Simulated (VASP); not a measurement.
# GeW (Fm-3m) in VASP: a series of runs

GeW is run at these levels: PBE; tasks: single point.

All numbers are computed with VASP 6.6.1; they aren't measurements. Logs are shortened: lines on timing, memory, paths and dates and some standing lists are left out, and cuts for length are marked.

## Step 1: The cell of the first run

The structure is cubic, space group Fm-3m (No. 225). The conventional cell has a = 5.155 Å, b = 5.155 Å, c = 5.155 Å, α = 90.00°, β = 90.00°, γ = 90.00°. Ge (site symmetry m-3m) has 6 W at 2.58 Å within 3.4 Å. Within 3.4 Å of W (site symmetry m-3m) lie 6 Ge at 2.58 Å.

## Step 2: Single point, PBE

The input, INCAR:

```
SYSTEM = GeW
ALGO     = Normal         ! electronic algorithm
EDIFF    = 1E-7           ! SCF threshold, eV
ENCUT    = 520            ! plane-wave cutoff, eV
GGA      = PE             ! functional
ISIF     = 2              ! what is computed and relaxed
ISMEAR   = 0              ! smearing method
LASPH    = .TRUE.         ! aspherical terms in the spheres
LCHARG   = .FALSE.        ! write CHGCAR
LREAL    = .FALSE.        ! projectors in reciprocal space
LWAVE    = .FALSE.        ! write WAVECAR
NBANDS   = 21             ! bands
NELM     = 100            ! most SCF steps
PREC     = Accurate       ! precision mode
SIGMA    = 0.019000000000000003 ! smearing width, eV
```

The input, KPOINTS:

```
k-points
0
G
  9 9 9
  0 0 0
```

The input, POSCAR:

```
GeW
1.0
    0.0000000000      2.5776100000      2.5776100000
    2.5776100000      0.0000000000      2.5776100000
    2.5776100000      2.5776100000      0.0000000000
Ge W
1 1
Direct
    0.5000000000      0.5000000000      0.5000000000
    0.0000000000      0.0000000000      0.0000000000
```

Potentials or basis: VASP PAW PBE potentials, release 64 (Ge_d, W_sv).

Started as:

```console
$ cat potpaw_PBE.64/Ge_d/POTCAR potpaw_PBE.64/W_sv/POTCAR > POTCAR
$ mpirun -np 1 vasp_std > vasp.out
```

OUTCAR:

```text
SYSTEM = GeW
   EDIFF = 1E-7
   ENCUT = 520
   GGA = PE
   ISIF = 2
   ISMEAR = 0
   LASPH = .TRUE.
   LREAL = .FALSE.
   NELM = 100
   PREC = Accurate

 ion  position               nearest neighbor table
   1  0.500  0.500  0.500-   2 2.58   2 2.58   2 2.58   2 2.58   2 2.58   2 2.58
   2  0.000  0.000  0.000-   1 2.58   1 2.58   1 2.58   1 2.58   1 2.58   1 2.58

  LATTYP: Found a face centered cubic cell.
 ALAT       =     5.1552200000

  Lattice vectors:

 A1 = (   0.0000000000,   2.5776100000,   2.5776100000)
 A2 = (   2.5776100000,   0.0000000000,   2.5776100000)
 A3 = (   2.5776100000,   2.5776100000,   0.0000000000)

Analysis of symmetry for initial positions (statically):
=====================================================================
 Subroutine PRICEL returns:
 Original cell was already a primitive cell.

 Routine SETGRP: Setting up the symmetry group for a
 face centered cubic supercell.

 Subroutine GETGRP returns: Found 48 space group operations
 (whereof 48 operations were pure point group operations)
 out of a pool of 48 trial point group operations.

The static configuration has the point symmetry O_h .

Analysis of symmetry for dynamics (positions and initial velocities):
=====================================================================
 Subroutine PRICEL returns:
 Original cell was already a primitive cell.

 Routine SETGRP: Setting up the symmetry group for a
 face centered cubic supercell.

 Subroutine GETGRP returns: Found 48 space group operations
 (whereof 48 operations were pure point group operations)
 out of a pool of 48 trial point group operations.

The dynamic configuration has the point symmetry O_h .

 Subroutine INISYM returns: Found 48 space group operations
 (whereof 48 operations are pure point group operations),
 and found     1 'primitive' translations

----------------------------------------------------------------------------------------

                                     Primitive cell

  volume of cell :      34.2517

  direct lattice vectors                    reciprocal lattice vectors
     0.000000000  2.577610000  2.577610000    -0.193978143  0.193978143  0.193978143
     2.577610000  0.000000000  2.577610000     0.193978143 -0.193978143  0.193978143
     2.577610000  2.577610000  0.000000000     0.193978143  0.193978143 -0.193978143

  length of vectors
     3.645291021  3.645291021  3.645291021     0.335979998  0.335979998  0.335979998

  position of ions in fractional coordinates (direct lattice)
     0.500000000  0.500000000  0.500000000
     0.000000000  0.000000000  0.000000000

  ion indices of the primitive-cell ions
   primitive index   ion index
                 1           1
                 2           2

----------------------------------------------------------------------------------------

 KPOINTS: k-points

Automatic generation of k-mesh.
 Grid dimensions read from file:
 generate k-points for:    9    9    9

 Generating k-lattice:

  Cartesian coordinates                     Fractional coordinates (reciprocal lattice)
    -0.021553127  0.021553127  0.021553127     0.111111111  0.000000000  0.000000000
     0.021553127 -0.021553127  0.021553127     0.000000000  0.111111111  0.000000000
     0.021553127  0.021553127 -0.021553127     0.000000000  0.000000000  0.111111111

  Length of vectors
     0.037331111  0.037331111  0.037331111

  Shift w.r.t. Gamma in fractional coordinates (k-lattice)
     0.000000000  0.000000000  0.000000000

 Subroutine IBZKPT returns following result:
 ===========================================

 Found     35 irreducible k-points:

 Following reciprocal coordinates:
            Coordinates               Weight
  0.000000  0.000000  0.000000      1.000000
  0.111111  0.000000  0.000000      8.000000
  0.222222  0.000000  0.000000      8.000000
  0.333333  0.000000  0.000000      8.000000
  0.444444  0.000000  0.000000      8.000000
  0.111111  0.111111  0.000000      6.000000
[... 16 lines left out ...]
 -0.333333  0.333333  0.000000     12.000000
  0.444444  0.444444  0.000000      6.000000
 [... further k-points ...]
   k-points           NKPTS =     35   k-points in BZ     NKDIM =     35   number of bands    NBANDS=     21
   number of dos      NEDOS =    301   number of ions     NIONS =      2
   total plane-waves  NPLWV =  21952
   dimension x,y,z NGX =    28 NGY =   28 NGZ =   28
   dimension x,y,z NGXF=    56 NGYF=   56 NGZF=   56
   ions per type =               1   1
   NGX,Y,Z   is equivalent  to a cutoff of  12.77, 12.77, 12.77 a.u.
   NGXF,Y,Z  is equivalent  to a cutoff of  25.54, 25.54, 25.54 a.u.
 SYSTEM =  GeW
   PREC   = accura    normal or accurate (medium, high low for compatibility)
   ISTART =      0    job   : 0-new  1-cont  2-samecut
   ICHARG =      2    charge: 1-file 2-atom 10-const
   ISPIN  =      1    spin polarized calculation?
   LNONCOLLINEAR =      F non collinear calculations
   LSORBIT =      F    spin-orbit coupling
   LASPH  =      T    aspherical Exc in radial PAW
   ENCUT  =  520.0 eV  38.22 Ry    6.18 a.u.   6.78  6.78  6.78*2*pi/ulx,y,z
   NELM   =    100;   NELMIN=  2; NELMDL= -5     # of ELM steps
   EDIFF  = 0.1E-06   stopping-criterion for ELM
   LREAL  =      F    real-space projection
   EDIFFG = 0.1E-05   stopping-criterion for IOM
   NSW    =      0    number of steps for IOM
   IBRION =     -1    ionic relax: 0-MD 1-quasi-New 2-CG
   NFREE  =      0    steps in history (QN), initial steepest desc. (CG)
   ISIF   =      2    stress and relaxation
   ISYM   =      2    0-nonsym 1-usesym 2-fastsym
   POTIM  = 0.5000    time-step for ionic-motion
   TEBEG  =    0.0;   TEEND  =   0.0 temperature during run
   PSTRESS=    0.0 pullay stress
   NELECT =      28.0000    total number of electrons
   NUPDOWN=      -1.0000    fix difference up-down
   EMIN   =  10.00;   EMAX   =-10.00  energy-range for DOS
   EFERMI =   0.00;   METHOD = LEGACY
   ISMEAR =     0;   SIGMA  =   0.02  broadening in eV -4-tet -1-fermi 0-gaus
   EFERMI_NEDOS =   21; number of points for ismear=-14 and -15
   IALGO  =     38    algorithm
   IMIX   =      4    mixing-type and parameters
     AMIX     =   0.40;   BMIX     =  1.00
     AMIX_MAG =   1.60;   BMIX_MAG =  1.00
  volume/ion in A,a.u.               =      17.13       115.57
  Fermi-wavevector in a.u.,A,eV,Ry     =   1.530736  2.892672 31.880529  2.343153
  Thomas-Fermi vector in A             =   2.638178
   LORBIT       =      0    0 simple, 1 ext, 2 COOP (PROOUT), +10 PAW based schemes
   GGA     = PE    functional components
   LHFCALC =     F    Hartree Fock is set to
   AEXX    =    0.0000 exact exchange contribution
   IVDW    =     0    specifies the selected vdW correction
   LEPSILON=     F    determine dielectric tensor
   LRPA    =     F    only Hartree local field effects (RPA)
 non-spin polarized calculation
 Gauss-broadening in eV      SIGMA  =   0.02
  energy-cutoff  :      520.00
  volume of cell :       34.25
 maximum number of plane-waves:       944
   NGX = 13   NGY = 13   NGZ = 13

 number of electron      27.9999991 magnetization

 Free energy of the ion-electron system (eV)
  ---------------------------------------------------
  ext. energy  EPLUGINS =         0.00000000
  ---------------------------------------------------
  free energy    TOTEN  =       -15.70300282 eV

  energy without entropy =      -15.70239846  energy(sigma->0) =      -15.70270064

 E-fermi :   9.0375     XC(G=0): -12.4199

 val. band max:        9.0192803515   @ k =  -0.3333   0.3333   0.1111
 cond. band min:       9.0518017801   @ k =   0.3333   0.1111   0.0000
 fundamental gap:      0.0325214286
 Fermi energy:         9.0375189042

 k-point     1 :       0.0000    0.0000    0.0000
  band No.  band energies     occupation
      1     -65.4596      2.00000
      2     -29.6445      2.00000
      3     -29.6445      2.00000
      4     -29.6445      2.00000
      5     -15.3956      2.00000
      6     -15.3956      2.00000
[... 13 lines left out ...]
     20      17.2752      0.00000
     21      24.2005      0.00000

 k-point     2 :       0.1111    0.0000    0.0000
  band No.  band energies     occupation
      1     -65.4591      2.00000
      2     -29.6565      2.00000
      3     -29.6466      2.00000
      4     -29.6466      2.00000
      5     -15.3912      2.00000
      6     -15.3912      2.00000
[... 13 lines left out ...]
     20      17.7261      0.00000
     21      21.9206      0.00000

 k-point     3 :       0.2222    0.0000    0.0000
  band No.  band energies     occupation
      1     -65.4582      2.00000
      2     -29.6868      2.00000
      3     -29.6521      2.00000
      4     -29.6521      2.00000
      5     -15.3802      2.00000
      6     -15.3802      2.00000
[... 13 lines left out ...]
     20      19.5747      0.00000
     21      20.6735      0.00000

 k-point     4 :       0.3333    0.0000    0.0000
  band No.  band energies     occupation
      1     -65.4571      2.00000
      2     -29.7209      2.00000
      3     -29.6584      2.00000
      4     -29.6584      2.00000
      5     -15.3677      2.00000
      6     -15.3677      2.00000
[... 13 lines left out ...]
     20      18.8385      0.00000
     21      18.8385      0.00000

 k-point     5 :       0.4444    0.0000    0.0000
  band No.  band energies     occupation
      1     -65.4564      2.00000
      2     -29.7431      2.00000
      3     -29.6624      2.00000
      4     -29.6624      2.00000
      5     -15.3597      2.00000
      6     -15.3597      2.00000
[... 13 lines left out ...]
     20      18.1582      0.00000
     21      18.1582      0.00000

 k-point     6 :       0.1111    0.1111    0.0000
  band No.  band energies     occupation
      1     -65.4590      2.00000
      2     -29.6572      2.00000
      3     -29.6489      2.00000
      4     -29.6489      2.00000
      5     -15.3942      2.00000
      6     -15.3864      2.00000
[... 13 lines left out ...]
     20      18.1788      0.00000
     21      21.7734      0.00000

 k-point     7 :       0.2222    0.1111    0.0000
  band No.  band energies     occupation
      1     -65.4583      2.00000
      2     -29.6793      2.00000
      3     -29.6544      2.00000
      4     -29.6535      2.00000
      5     -15.3888      2.00000
      6     -15.3771      2.00000
[... 13 lines left out ...]
     20      19.2329      0.00000
     21      20.0394      0.00000
[... 291 lines left out ...]
      1     -65.4563      2.00000
      2     -29.7159      2.00000
      3     -29.6724      2.00000
      4     -29.6724      2.00000
      5     -15.3868      2.00000
      6     -15.3768      2.00000
[... 13 lines left out ...]
     20      20.2818      0.00000
     21      21.9196      0.00000

 k-point    21 :       0.4444    0.3333    0.0000
  band No.  band energies     occupation
      1     -65.4558      2.00000
      2     -29.7253      2.00000
      3     -29.6811      2.00000
      4     -29.6764      2.00000
      5     -15.3818      2.00000
      6     -15.3815      2.00000
[... 13 lines left out ...]
     20      20.1820      0.00000
     21      22.2940      0.00000

 k-point    22 :      -0.4444    0.3333    0.0000
  band No.  band energies     occupation
      1     -65.4555      2.00000
      2     -29.7239      2.00000
      3     -29.6963      2.00000
      4     -29.6763      2.00000
      5     -15.3834      2.00000
      6     -15.3725      2.00000
[... 13 lines left out ...]
     20      19.8461      0.00000
     21      21.4850      0.00000

 k-point    23 :      -0.3333    0.3333    0.0000
  band No.  band energies     occupation
      1     -65.4556      2.00000
      2     -29.7138      2.00000
      3     -29.7092      2.00000
      4     -29.6722      2.00000
      5     -15.3816      2.00000
      6     -15.3630      2.00000
[... 13 lines left out ...]
     20      20.0370      0.00000
     21      20.5027      0.00000

 k-point    24 :       0.4444    0.4444    0.0000
  band No.  band energies     occupation
      1     -65.4555      2.00000
      2     -29.7323      2.00000
      3     -29.6804      2.00000
      4     -29.6804      2.00000
      5     -15.3887      2.00000
      6     -15.3842      2.00000
[... 13 lines left out ...]
     20      20.8858      0.00000
     21      23.8883      0.00000

 [... further k-points ...]
[... 5 lines left out ...]
  --------------------------------------------------------------------------------------
  -------------------------------------------------------------------------------------
  Total        0.0895016      0.0895016      0.0895016      0.0000000      0.0000000      0.0000000
  in kB        4.1865825      4.1865825      4.1865825      0.0000000      0.0000000      0.0000000
  external PRESSURE =       4.1865825 kB  Pullay stress =       0.0000000 kB

 VOLUME and BASIS-vectors are now :
 -----------------------------------------------------------------------------
  energy-cutoff  :      520.00
  volume of cell :       34.25
      direct lattice vectors                 reciprocal lattice vectors
     0.000000000  2.577610000  2.577610000    -0.193978143  0.193978143  0.193978143
     2.577610000  0.000000000  2.577610000     0.193978143 -0.193978143  0.193978143
     2.577610000  2.577610000  0.000000000     0.193978143  0.193978143 -0.193978143

 POSITION                                       TOTAL-FORCE (eV/Angst)
 -----------------------------------------------------------------------------------
      2.57761      2.57761      2.57761        -0.000000     -0.000000     -0.000000
      0.00000      0.00000      0.00000         0.000000      0.000000      0.000000
 -----------------------------------------------------------------------------------
    total drift:                                0.000000      0.000000      0.000000

  FREE ENERGIE OF THE ION-ELECTRON SYSTEM (eV)
  ---------------------------------------------------
  free  energy   TOTEN  =       -15.7030028166 eV

  energy  without entropy=      -15.7023984609  energy(sigma->0) =      -15.70270064
```

Run time: 12 s. Hardware: 1 thread of Intel Xeon 6975P-C (Granite Rapids), shared host; peak memory 0.17 GiB.

What came out:

| Item | Value |
| --- | --- |
| Free energy | -15.7030 eV |
| Pressure | 0.4 GPa |
| Band gap on the k mesh | zero (bands 14 and 15 overlap by 1.71 eV) |

Levels at points of the mesh, in eV from the Fermi level:
| k point | band 12 | band 13 | band 14 | band 15 | band 16 | band 17 |
| --- | --- | --- | --- | --- | --- | --- |
| (0.00, 0.00, 0.00) | -1.60 | -1.60 | -0.86 | -0.86 | 2.45 | 2.45 |

Caveat: spin-orbit coupling is left out, which moves the levels of the heavy elements.

## Step 3: Single point, PBE

The input, INCAR:

```
SYSTEM = GeW
  PREC = Accurate
  ENCUT = 520
  EDIFF = 1E-6
  ISMEAR = 0
  SIGMA = 0.02
  LREAL = .FALSE.
  LASPH = .TRUE.
  NELM = 80
  ALGO = Normal
  ISIF = 2
  LWAVE = .FALSE.
  LCHARG = .FALSE.
  GGA = PE
  NBANDS = 21
```

The input, KPOINTS:

```
regular mesh
0
G
  9 9 9
  0 0 0
```

POSCAR is that of step 2.

Potentials or basis: VASP PAW PBE potentials, release 64 (Ge_d, W_sv).

Started as:

```console
$ cat potpaw_PBE.64/Ge_d/POTCAR potpaw_PBE.64/W_sv/POTCAR > POTCAR
$ mpirun -np 1 vasp_std > vasp.out
```

OUTCAR:

```text
SYSTEM = GeW
   PREC = Accurate
   ENCUT = 520
   EDIFF = 1E-6
   ISMEAR = 0
   LREAL = .FALSE.
   LASPH = .TRUE.
   NELM = 80
   ISIF = 2
   GGA = PE

 ion  position               nearest neighbor table
   1  0.500  0.500  0.500-   2 2.58   2 2.58   2 2.58   2 2.58   2 2.58   2 2.58
   2  0.000  0.000  0.000-   1 2.58   1 2.58   1 2.58   1 2.58   1 2.58   1 2.58

  LATTYP: Found a face centered cubic cell.
 ALAT       =     5.1552200000

  Lattice vectors:

 A1 = (   0.0000000000,   2.5776100000,   2.5776100000)
 A2 = (   2.5776100000,   0.0000000000,   2.5776100000)
 A3 = (   2.5776100000,   2.5776100000,   0.0000000000)

Analysis of symmetry for initial positions (statically):
=====================================================================
 Subroutine PRICEL returns:
 Original cell was already a primitive cell.

 Routine SETGRP: Setting up the symmetry group for a
 face centered cubic supercell.

 Subroutine GETGRP returns: Found 48 space group operations
 (whereof 48 operations were pure point group operations)
 out of a pool of 48 trial point group operations.

The static configuration has the point symmetry O_h .
[... 152 lines left out ...]

 Free energy of the ion-electron system (eV)
  ---------------------------------------------------
  ext. energy  EPLUGINS =         0.00000000
  ---------------------------------------------------
  free energy    TOTEN  =       -15.70303595 eV

  energy without entropy =      -15.70234667  energy(sigma->0) =      -15.70269131

 E-fermi :   9.0377     XC(G=0): -12.4199

 val. band max:        9.0194495697   @ k =  -0.3333   0.3333   0.1111
 cond. band min:       9.0520246131   @ k =   0.3333   0.1111   0.0000
 fundamental gap:      0.0325750434
 Fermi energy:         9.0377092970

 k-point     1 :       0.0000    0.0000    0.0000
  band No.  band energies     occupation
      1     -65.4591      2.00000
      2     -29.6441      2.00000
      3     -29.6441      2.00000
      4     -29.6441      2.00000
      5     -15.3957      2.00000
      6     -15.3957      2.00000
[... 565 lines left out ...]
     20      20.8859      0.00000
     21      23.8883      0.00000

 [... further k-points ...]
[... 5 lines left out ...]
  --------------------------------------------------------------------------------------
  -------------------------------------------------------------------------------------
  Total        0.0889658      0.0889658      0.0889658     -0.0000000     -0.0000000      0.0000000
  in kB        4.1615197      4.1615197      4.1615197     -0.0000000     -0.0000000      0.0000000
  external PRESSURE =       4.1615197 kB  Pullay stress =       0.0000000 kB

 VOLUME and BASIS-vectors are now :
 -----------------------------------------------------------------------------
  energy-cutoff  :      520.00
  volume of cell :       34.25
      direct lattice vectors                 reciprocal lattice vectors
     0.000000000  2.577610000  2.577610000    -0.193978143  0.193978143  0.193978143
     2.577610000  0.000000000  2.577610000     0.193978143 -0.193978143  0.193978143
     2.577610000  2.577610000  0.000000000     0.193978143  0.193978143 -0.193978143

 POSITION                                       TOTAL-FORCE (eV/Angst)
 -----------------------------------------------------------------------------------
      2.57761      2.57761      2.57761         0.000000      0.000000     -0.000000
      0.00000      0.00000      0.00000        -0.000000     -0.000000      0.000000
 -----------------------------------------------------------------------------------
    total drift:                                0.000000      0.000000      0.000000

  FREE ENERGIE OF THE ION-ELECTRON SYSTEM (eV)
  ---------------------------------------------------
  free  energy   TOTEN  =       -15.7030359500 eV

  energy  without entropy=      -15.7023466744  energy(sigma->0) =      -15.70269131
```

It took 11 s on 1 thread of Intel Xeon 6975P-C (Granite Rapids), shared host; peak memory 0.17 GiB.

Results:

* Free energy: -15.7030 eV
* Pressure: 0.4 GPa
* Band gap on the k mesh: zero (bands 14 and 15 overlap by 1.71 eV)

Caveat: spin-orbit coupling is left out, which moves the levels of the heavy elements.

## Step 4: Single point, PBE

The input, INCAR:

```
SYSTEM = GeW
PREC = Accurate
ENCUT = 520
EDIFF = 1E-6
ISMEAR = 0
SIGMA = 0.020999999999999998
LREAL = .FALSE.
LASPH = .TRUE.
NELM = 80
ALGO = Normal
ISIF = 2
LWAVE = .FALSE.
LCHARG = .TRUE.
GGA = PE
LELF = .TRUE.
LVHAR = .TRUE.
NBANDS = 21
```

The input, KPOINTS:

```
Automatic mesh
0
G
  9 9 9
  0 0 0
```

POSCAR is that of step 3.

Started as:

```console
$ cat potpaw_PBE.64/Ge_d/POTCAR potpaw_PBE.64/W_sv/POTCAR > POTCAR
$ mpirun -np 1 vasp_std > vasp.out
```

Wall time 14 s (1 thread of Intel Xeon 6975P-C (Granite Rapids), shared host); peak memory 0.17 GiB.

Results (log left out):

```yaml
Free_energy: -15.7031 eV
Pressure: 0.4 GPa
Band_gap_on_the_k_mesh: zero (bands 14 and 15 overlap by 1.71 eV)
```

Levels at points of the mesh, in eV from the Fermi level:
```
           k point  band 12  band 13  band 14  band 15  band 16  band 17
(0.00, 0.00, 0.00)    -1.60    -1.60    -0.86    -0.86     2.45     2.45
```

Caveat: spin-orbit coupling is left out, which moves the levels of the heavy elements.

[end of part 1 of 2]
